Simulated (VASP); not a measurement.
Input of a VASP 6.6.1 run:

INCAR

```
SYSTEM = Sn
PREC = Accurate ; ENCUT = 500
EDIFF = 1E-6 ; ISMEAR = -1
SIGMA = 0.05 ; LREAL = .FALSE.
LASPH = .TRUE. ; NELM = 120
ALGO = Normal ; ISIF = 2
LWAVE = .FALSE. ; LCHARG = .TRUE.
GGA = B5 ; ALDAX = 1.0
AGGAX = 1.0 ; AGGAC = 1.0
ALDAC = 0.0 ; LELF = .TRUE.
LVHAR = .TRUE. ; NBANDS = 21
GGA_COMPAT = .FALSE.
```

Contents of KPOINTS:

```
Automatic mesh
0
G
  9 9 9
  0 0 0
```

The input POSCAR:

```
Sn
1.0
    0.0000000000      3.2333430000      3.2333430000
    3.2333430000      0.0000000000      3.2333430000
    3.2333430000      3.2333430000      0.0000000000
Sn
2
Direct
    0.0000000000      0.0000000000      0.0000000000
    0.2500000000      0.2500000000      0.2500000000
```

Potentials or basis: VASP PAW PBE potentials, release 64 (Sn_d).

The run is started by

```console
$ cat potpaw_PBE.64/Sn_d/POTCAR > POTCAR
$ mpirun -np 1 vasp_std > vasp.out
```

Task: What does it give for the band gap on the k mesh?

Result: Zero (band 14 reaches 6.28 eV, above the bottom of band 15 at 6.21 eV).

Task: What does it give for the pressure?

Result: 6.5 GPa.

Caveat: the PAW data sets were made with another functional, which shifts forces and pressure a little; spin-orbit coupling is left out, which moves the levels of the heavy elements.
